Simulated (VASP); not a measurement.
Set up this calculation in VASP 6.6.1, as the native input.

| Quantity | Value |
| --- | --- |
| Task | single point |
| Functional | PBE |
| Potentials or basis | VASP PAW PBE potentials, release 64 (Sc_sv, Mo_sv) |
| Cutoff | 520 eV |
| k mesh | 4 × 4 × 4 |
| Occupations | gaussian, width 0.1 eV |
| Spin | collinear spin, ferromagnetic start |
| Starting moments | [1.0, 1.0, 1.0, 1.0, 1.0, 1.0] μB |
| Dipole correction | no |
| Further INCAR settings | ALGO = Normal; EDIFF = 1e-06; NBANDS = 48 |

The structure of Sc5Mo lies in POSCAR:

```
Sc5Mo
1.0
    0.0000000000      4.0595310651      4.0595310651
    4.0595310651      0.0000000000      4.0595310651
    4.0595310651      4.0595310651      0.0000000000
Sc Mo
5 1
Direct
    0.7500000000      0.7500000000      0.7500000000
    0.3728083267      0.3728083267      0.8815750199
    0.3728083267      0.8815750199      0.3728083267
    0.3728083267      0.3728083267      0.3728083267
    0.8815750199      0.3728083267      0.3728083267
    0.0000000000      0.0000000000      0.0000000000
```

The input as run:

INCAR

```
PREC = Accurate
ENCUT = 520
EDIFF = 1E-6
ISMEAR = 0
SIGMA = 0.1
LREAL = False
LASPH = True
NELM = 150
ALGO = Normal
ISIF = 2
LWAVE = False
LCHARG = True
ISPIN = 2
MAGMOM = 1 1 1 1 1 1
LORBIT = 11
LMAXMIX = 4
GGA = PE
LELF = True
LVHAR = True
NBANDS = 48
```

KPOINTS

```
Automatic mesh
0
Gamma
  4 4 4
```

Potentials or basis: VASP PAW PBE potentials, release 64 (Sc_sv, Mo_sv).

Run with:

```sh
$ cat potpaw_PBE.64/Sc_sv/POTCAR potpaw_PBE.64/Mo_sv/POTCAR > POTCAR
$ mpirun -np 1 vasp_std > vasp.out
```

Results of the run:

* Pressure: 0.3 GPa
* Largest force: 0.127 eV/Å
* Net moment: 1.84 μB per cell
* Site moments: Sc +0.34, +0.16; Mo +0.12 μB
* Valence electrons inside the program's atomic spheres: Sc 9.25, 9.59; Mo 12.02

Run time: 100 s on 1 thread of Intel(R) Xeon(R) 6975P-C (Granite Rapids), with other jobs on the host, peak memory 0.43 GiB.
